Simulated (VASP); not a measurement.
# AlGa2As3 (P3m1) in VASP: notebook

The runs below take AlGa2As3 through single point, with PBE.

Program: VASP 6.6.1. These are calculated values, not measurements. Logs are shortened: lines on timing, memory, paths and dates and some standing lists are left out, and cuts for length are marked.

### 1 The cell of the first run

It takes space group P3m1 (No. 156, trigonal). The conventional cell has a = 3.884 Å, b = 3.884 Å, c = 9.515 Å, α = 90.00°, β = 90.00°, γ = 120.00°. Within 3.1 Å of Al (site symmetry 3m) lie 4 As at 2.38 Å. Ga (site symmetry 3m) has 4 As at 2.38 Å within 3.1 Å. Within 3.1 Å of Ga (site symmetry 3m) lie 4 As at 2.38 Å. As (site symmetry 3m) has 4 Ga at 2.38 Å within 3.1 Å. Within 3.1 Å of As (site symmetry 3m) lie 3 Ga at 2.38 Å and 1 Al at 2.38 Å. As (site symmetry 3m) has 3 Al at 2.38 Å and 1 Ga at 2.38 Å within 3.1 Å.

### 2 Single point, PBE

INCAR

```
  ALGO = Normal
  EDIFF = 1E-7
  ENCUT = 520
  GGA = PE
  ISIF = 2
  ISMEAR = 0
  LASPH = T
  LCHARG = F
  LREAL = F
  LWAVE = F
  NBANDS = 31
  NELM = 100
  PREC = Accurate
  SIGMA = 0.1
```

KPOINTS

```
k-points
0
Gamma
  6 6 2
```

POSCAR

```
AlGa2As3
1.0
    3.8843796000      0.0000000000      0.0000000000
   -1.9421898000      3.3639714100      0.0000000000
    0.0000000000      0.0000000000      9.5147479900
Al Ga As
1 2 3
Direct
    0.3333333300      0.6666666700      0.6666666700
    0.0000000000      0.0000000000      0.0000000000
    0.6666666700      0.3333333300      0.3333333300
    0.6666666700      0.3333333300      0.0833333300
    0.3333333300      0.6666666700      0.4166666700
    0.0000000000      0.0000000000      0.7500000000
```

Potentials or basis: VASP PAW PBE potentials, release 64 (Al, Ga_d, As).

Run with:

```console
$ cat potpaw_PBE.64/Al/POTCAR potpaw_PBE.64/Ga_d/POTCAR potpaw_PBE.64/As/POTCAR > POTCAR
$ mpirun -np 1 vasp_std > vasp.out
```

OUTCAR:

```text
EDIFF = 1E-7
   ENCUT = 520
   GGA = PE
   ISIF = 2
   ISMEAR = 0
   LASPH = T
   LREAL = F
   NELM = 100
   PREC = Accurate

 ion  position               nearest neighbor table
   1  0.333  0.667  0.667-   6 2.38   6 2.38   6 2.38   5 2.38
   2  0.000  0.000  0.000-   4 2.38   4 2.38   4 2.38   6 2.38
   3  0.667  0.333  0.333-   5 2.38   5 2.38   4 2.38   5 2.38
   4  0.667  0.333  0.083-   2 2.38   2 2.38   2 2.38   3 2.38
   5  0.333  0.667  0.417-   3 2.38   3 2.38   1 2.38   3 2.38
   6  0.000  0.000  0.750-   1 2.38   1 2.38   1 2.38   2 2.38

  LATTYP: Found a hexagonal cell.
 ALAT       =     3.8843796000
 C/A-ratio  =     2.4494897435

  Lattice vectors:

 A1 = (   3.8843796000,   0.0000000000,   0.0000000000)
 A2 = (  -1.9421898000,   3.3639714100,   0.0000000000)
 A3 = (   0.0000000000,   0.0000000000,   9.5147479900)

Analysis of symmetry for initial positions (statically):
=====================================================================
 Subroutine PRICEL returns:
 Original cell was already a primitive cell.

 Routine SETGRP: Setting up the symmetry group for a
 hexagonal supercell.

 Subroutine GETGRP returns: Found  6 space group operations
 (whereof  6 operations were pure point group operations)
 out of a pool of 24 trial point group operations.

The static configuration has the point symmetry C_3v.

Analysis of symmetry for dynamics (positions and initial velocities):
=====================================================================
 Subroutine PRICEL returns:
 Original cell was already a primitive cell.

 Routine SETGRP: Setting up the symmetry group for a
 hexagonal supercell.

 Subroutine GETGRP returns: Found  6 space group operations
 (whereof  6 operations were pure point group operations)
 out of a pool of 24 trial point group operations.

The dynamic configuration has the point symmetry C_3v.

 Subroutine INISYM returns: Found  6 space group operations
 (whereof  6 operations are pure point group operations),
 and found     1 'primitive' translations

----------------------------------------------------------------------------------------

                                     Primitive cell

  volume of cell :     124.3287

  direct lattice vectors                    reciprocal lattice vectors
     3.884379600  0.000000000  0.000000000     0.257441369  0.148633843  0.000000000
    -1.942189800  3.363971410  0.000000000     0.000000000  0.297267687  0.000000000
     0.000000000  0.000000000  9.514747990     0.000000000  0.000000000  0.105099999

  length of vectors
     3.884379600  3.884379599  9.514747990     0.297267687  0.297267687  0.105099999

  position of ions in fractional coordinates (direct lattice)
     0.333333330  0.666666670  0.666666670
     0.000000000  0.000000000  0.000000000
     0.666666670  0.333333330  0.333333330
     0.666666670  0.333333330  0.083333330
     0.333333330  0.666666670  0.416666670
     0.000000000  0.000000000  0.750000000

  ion indices of the primitive-cell ions
   primitive index   ion index
                 1           1
                 2           2
                 3           3
                 4           4
                 5           5
                 6           6

----------------------------------------------------------------------------------------

 KPOINTS: k-points

Automatic generation of k-mesh.
 Grid dimensions read from file:
 generate k-points for:    6    6    2

 Generating k-lattice:

  Cartesian coordinates                     Fractional coordinates (reciprocal lattice)
     0.042906895  0.024772307  0.000000000     0.166666667  0.000000000  0.000000000
     0.000000000  0.049544614  0.000000000     0.000000000  0.166666667  0.000000000
     0.000000000  0.000000000  0.052549999     0.000000000  0.000000000  0.500000000

  Length of vectors
     0.049544614  0.049544614  0.052549999

  Shift w.r.t. Gamma in fractional coordinates (k-lattice)
     0.000000000  0.000000000  0.000000000

 Subroutine IBZKPT returns following result:
 ===========================================

 Found     14 irreducible k-points:

 Following reciprocal coordinates:
            Coordinates               Weight
  0.000000  0.000000  0.000000      1.000000
  0.166667  0.000000  0.000000      6.000000
  0.333333  0.000000  0.000000      6.000000
  0.500000 -0.000000  0.000000      3.000000
  0.166667  0.166667  0.000000      6.000000
  0.333333  0.166667  0.000000     12.000000
  0.333333  0.333333  0.000000      2.000000
  0.000000  0.000000  0.500000      1.000000
  0.166667  0.000000  0.500000      6.000000
  0.333333  0.000000  0.500000      6.000000
  0.500000 -0.000000  0.500000      3.000000
  0.166667  0.166667  0.500000      6.000000
  0.333333  0.166667  0.500000     12.000000
  0.333333  0.333333  0.500000      2.000000
   k-points           NKPTS =     14   k-points in BZ     NKDIM =     14   number of bands    NBANDS=     31
   number of dos      NEDOS =    301   number of ions     NIONS =      6
   total plane-waves  NPLWV =  64800
   dimension x,y,z NGX =    30 NGY =   30 NGZ =   72
   dimension x,y,z NGXF=    60 NGYF=   60 NGZF=  144
   ions per type =               1   2   3
   NGX,Y,Z   is equivalent  to a cutoff of  12.84, 12.84, 12.58 a.u.
   NGXF,Y,Z  is equivalent  to a cutoff of  25.68, 25.68, 25.16 a.u.
 SYSTEM =  unknown system
   PREC   = accura    normal or accurate (medium, high low for compatibility)
   ISTART =      0    job   : 0-new  1-cont  2-samecut
   ICHARG =      2    charge: 1-file 2-atom 10-const
   ISPIN  =      1    spin polarized calculation?
   LNONCOLLINEAR =      F non collinear calculations
   LSORBIT =      F    spin-orbit coupling
   LASPH  =      T    aspherical Exc in radial PAW
   ENCUT  =  520.0 eV  38.22 Ry    6.18 a.u.   7.22  7.22 17.69*2*pi/ulx,y,z
   NELM   =    100;   NELMIN=  2; NELMDL= -5     # of ELM steps
   EDIFF  = 0.1E-06   stopping-criterion for ELM
   LREAL  =      F    real-space projection
   EDIFFG = 0.1E-05   stopping-criterion for IOM
   NSW    =      0    number of steps for IOM
   IBRION =     -1    ionic relax: 0-MD 1-quasi-New 2-CG
   NFREE  =      0    steps in history (QN), initial steepest desc. (CG)
   ISIF   =      2    stress and relaxation
   ISYM   =      2    0-nonsym 1-usesym 2-fastsym
   POTIM  = 0.5000    time-step for ionic-motion
   TEBEG  =    0.0;   TEEND  =   0.0 temperature during run
   PSTRESS=    0.0 pullay stress
   NELECT =      44.0000    total number of electrons
   NUPDOWN=      -1.0000    fix difference up-down
   EMIN   =  10.00;   EMAX   =-10.00  energy-range for DOS
   EFERMI =   0.00;   METHOD = LEGACY
   ISMEAR =     0;   SIGMA  =   0.10  broadening in eV -4-tet -1-fermi 0-gaus
   EFERMI_NEDOS =   21; number of points for ismear=-14 and -15
   IALGO  =     38    algorithm
   IMIX   =      4    mixing-type and parameters
     AMIX     =   0.40;   BMIX     =  1.00
     AMIX_MAG =   1.60;   BMIX_MAG =  1.00
  volume/ion in A,a.u.               =      20.72       139.84
  Fermi-wavevector in a.u.,A,eV,Ry     =   1.157982  2.188270 18.244369  1.340923
  Thomas-Fermi vector in A             =   2.294589
   LORBIT       =      0    0 simple, 1 ext, 2 COOP (PROOUT), +10 PAW based schemes
   GGA     = PE    functional components
   LHFCALC =     F    Hartree Fock is set to
   AEXX    =    0.0000 exact exchange contribution
   IVDW    =     0    specifies the selected vdW correction
   LEPSILON=     F    determine dielectric tensor
   LRPA    =     F    only Hartree local field effects (RPA)
 non-spin polarized calculation
 Gauss-broadening in eV      SIGMA  =   0.10
  energy-cutoff  :      520.00
  volume of cell :      124.33
 maximum number of plane-waves:      3375
 NGX is ok and might be reduce to    30
   NGX = 15   NGY = 15   NGZ = 35

 number of electron      44.0000012 magnetization

 Free energy of the ion-electron system (eV)
  ---------------------------------------------------
  ext. energy  EPLUGINS =         0.00000000
  ---------------------------------------------------
  free energy    TOTEN  =       -25.33320898 eV

  energy without entropy =      -25.33320898  energy(sigma->0) =      -25.33320898

 E-fermi :   5.2431     XC(G=0):  -9.7860

 val. band max:        4.7749885423   @ k =   0.0000   0.0000   0.0000
 cond. band min:       6.0084548860   @ k =   0.5000  -0.0000   0.0000
 fundamental gap:      1.2334663437
 Fermi energy:         5.2431242548

 k-point     1 :       0.0000    0.0000    0.0000
  band No.  band energies     occupation
      1     -10.1673      2.00000
      2     -10.1093      2.00000
      3     -10.0703      2.00000
      4     -10.0703      2.00000
      5     -10.0569      2.00000
      6     -10.0569      2.00000
[... 23 lines left out ...]
     30       9.4695      0.00000
     31       9.6770      0.00000

 k-point     2 :       0.1667    0.0000    0.0000
  band No.  band energies     occupation
      1     -10.1747      2.00000
      2     -10.1177      2.00000
      3     -10.0822      2.00000
      4     -10.0618      2.00000
      5     -10.0516      2.00000
      6     -10.0469      2.00000
[... 23 lines left out ...]
     30       9.9172      0.00000
     31      10.0857      0.00000

 k-point     3 :       0.3333    0.0000    0.0000
  band No.  band energies     occupation
      1     -10.1964      2.00000
      2     -10.1520      2.00000
      3     -10.0787      2.00000
      4     -10.0475      2.00000
      5     -10.0387      2.00000
      6     -10.0290      2.00000
[... 23 lines left out ...]
     30      10.9234      0.00000
     31      10.9767      0.00000

 k-point     4 :       0.5000   -0.0000    0.0000
  band No.  band energies     occupation
      1     -10.2088      2.00000
      2     -10.1694      2.00000
      3     -10.0739      2.00000
      4     -10.0422      2.00000
      5     -10.0321      2.00000
      6     -10.0216      2.00000
[... 23 lines left out ...]
     30      10.8657      0.00000
     31      11.9472      0.00000

 k-point     5 :       0.1667    0.1667    0.0000
  band No.  band energies     occupation
      1     -10.1884      2.00000
      2     -10.1414      2.00000
      3     -10.0809      2.00000
      4     -10.0507      2.00000
      5     -10.0443      2.00000
      6     -10.0341      2.00000
[... 23 lines left out ...]
     30       9.8116      0.00000
     31      10.0314      0.00000
[... 202 lines left out ...]
     30      12.5672      0.00000
     31      12.8978      0.00000

 k-point    12 :       0.1667    0.1667    0.5000
  band No.  band energies     occupation
      1     -10.1879      2.00000
      2     -10.1431      2.00000
      3     -10.0795      2.00000
      4     -10.0508      2.00000
      5     -10.0443      2.00000
      6     -10.0342      2.00000
[... 23 lines left out ...]
     30      10.5665      0.00000
     31      11.0376      0.00000

 k-point    13 :       0.3333    0.1667    0.5000
  band No.  band energies     occupation
      1     -10.2032      2.00000
      2     -10.1653      2.00000
      3     -10.0734      2.00000
      4     -10.0432      2.00000
      5     -10.0336      2.00000
      6     -10.0276      2.00000
[... 23 lines left out ...]
     30      10.8941      0.00000
     31      11.2499      0.00000

 k-point    14 :       0.3333    0.3333    0.5000
  band No.  band energies     occupation
      1     -10.2037      2.00000
      2     -10.1689      2.00000
      3     -10.0709      2.00000
      4     -10.0369      2.00000
      5     -10.0359      2.00000
      6     -10.0303      2.00000
[... 23 lines left out ...]
     30      11.4640      0.00000
     31      11.7823      0.00000

------------------------ aborting loop because EDIFF is reached ----------------------------------------

  FORCE on cell =-STRESS in cart. coord.  units (eV):
  Direction    XX          YY          ZZ          XY          YZ          ZX
  --------------------------------------------------------------------------------------
  -------------------------------------------------------------------------------------
  Total        8.9384004      8.9384004      8.7685698     -0.0000000      0.0000000      0.0000000
  in kB      115.1858510    115.1858508    112.9973076     -0.0000000      0.0000000      0.0000000
  external PRESSURE =     114.4563365 kB  Pullay stress =       0.0000000 kB

 VOLUME and BASIS-vectors are now :
 -----------------------------------------------------------------------------
  energy-cutoff  :      520.00
  volume of cell :      124.33
      direct lattice vectors                 reciprocal lattice vectors
     3.884379600  0.000000000  0.000000000     0.257441369  0.148633843  0.000000000
    -1.942189800  3.363971410  0.000000000     0.000000000  0.297267687  0.000000000
     0.000000000  0.000000000  9.514747990     0.000000000  0.000000000  0.105099999

 POSITION                                       TOTAL-FORCE (eV/Angst)
 -----------------------------------------------------------------------------------
     -0.00000      2.24265      6.34317        -0.000000      0.000000      0.046785
      0.00000      0.00000      0.00000        -0.000000      0.000000      0.038170
      1.94219      1.12132      3.17158         0.000000     -0.000000     -0.053507
      1.94219      1.12132      0.79290        -0.000000      0.000000      0.020060
     -0.00000      2.24265      3.96448        -0.000000     -0.000000      0.060585
      0.00000      0.00000      7.13606        -0.000000      0.000000     -0.112093
 -----------------------------------------------------------------------------------
    total drift:                               -0.000010      0.000008      0.000527

  FREE ENERGIE OF THE ION-ELECTRON SYSTEM (eV)
  ---------------------------------------------------
  free  energy   TOTEN  =       -25.3332089766 eV

  energy  without entropy=      -25.3332089766  energy(sigma->0) =      -25.33320898
```

It took 95 s on 1 thread of Intel Xeon Platinum 8259CL at 2.50GHz (Skylake/Cascade Lake), shared host; peak memory 0.26 GiB.

What came out:

```yaml
Free_energy: -25.3332 eV
Pressure: 11.4 GPa
Largest_force: 0.112 eV/Å
Band_gap_on_the_k_mesh: 1.23 eV (least direct gap 1.41 eV)
```

Forces in eV/Å, atoms in the order of the input:
```
Al   0.000  0.000  0.047
Ga   0.000  0.000  0.038
Ga   0.000  0.000 -0.054
As   0.000  0.000  0.020
As   0.000  0.000  0.061
As   0.000  0.000 -0.112
```

Stress tensor (GPa, compression positive):
```
11.52  0.00  0.00
 0.00 11.52  0.00
 0.00  0.00 11.30
```

Caveat: the cell stands under pressure. A k mesh can miss the band edges.

### 3 Single point, PBE

This run uses another cell than the first one, of 23.62 Å³/atom.

INCAR

```
PREC = Accurate
ENCUT = 520
EDIFF = 1E-6
ISMEAR = 0
SIGMA = 0.1
LREAL = False
LASPH = True
NELM = 60
ALGO = Normal
ISIF = 2
LWAVE = False
LCHARG = False
GGA = PE
NBANDS = 31
```

KPOINTS

```
Automatic mesh
0
Gamma
  6 6 2
```

POSCAR

```
AlGa2As3
1.0
    4.0611319575      0.0000000000      0.0000000000
   -2.0305659788      3.5170434433      0.0000000000
    0.0000000000      0.0000000000      9.9213931686
Al Ga As
1 2 3
Direct
    0.3333333333      0.6666666667      0.6672896159
    0.0000000000      0.0000000000     -0.0000901741
    0.6666666667      0.3333333333      0.3333971141
    0.6666666667      0.3333333333      0.0832160828
    0.3333333333      0.6666666667      0.4173154735
    0.0000000000      0.0000000000      0.7488718878
```

Potentials or basis: VASP PAW PBE potentials, release 64 (Al, Ga_d, As).

Run with:

```console
$ cat potpaw_PBE.64/Al/POTCAR potpaw_PBE.64/Ga_d/POTCAR potpaw_PBE.64/As/POTCAR > POTCAR
$ mpirun -np 1 vasp_std > vasp.out
```

Run time: 1.8 min. Hardware: 1 thread of Intel Xeon Platinum 8259CL at 2.50GHz (Skylake/Cascade Lake), shared host; peak memory 0.27 GiB.

It converged, with:

- Free energy: -25.8963 eV
- Pressure: 0.2 GPa
- Largest force: 0.009 eV/Å
- Band gap on the k mesh: 0.54 eV

Forces on the atoms (eV/Å):
```
Al   0.000  0.000 -0.006
Ga   0.000  0.000 -0.004
Ga   0.000  0.000 -0.004
As   0.000  0.000  0.007
As   0.000  0.000  0.009
As   0.000  0.000 -0.001
```

Levels at points of the mesh, in eV from the valence-band top:
| k point | band 20 | band 21 | band 22 | band 23 | band 24 | band 25 |
| --- | --- | --- | --- | --- | --- | --- |
| (0.00, 0.00, 0.00) | -0.01 | 0.00 | 0.00 | 0.54 | 1.20 | 1.84 |
| (0.50, 0.00, 0.00) | -2.28 | -1.49 | -1.41 | 1.50 | 1.81 | 2.35 |
| (0.00, 0.00, 0.50) | -0.44 | -0.23 | -0.23 | 1.09 | 1.55 | 2.18 |
| (0.50, 0.00, 0.50) | -2.10 | -1.00 | -0.99 | 1.18 | 1.88 | 2.04 |
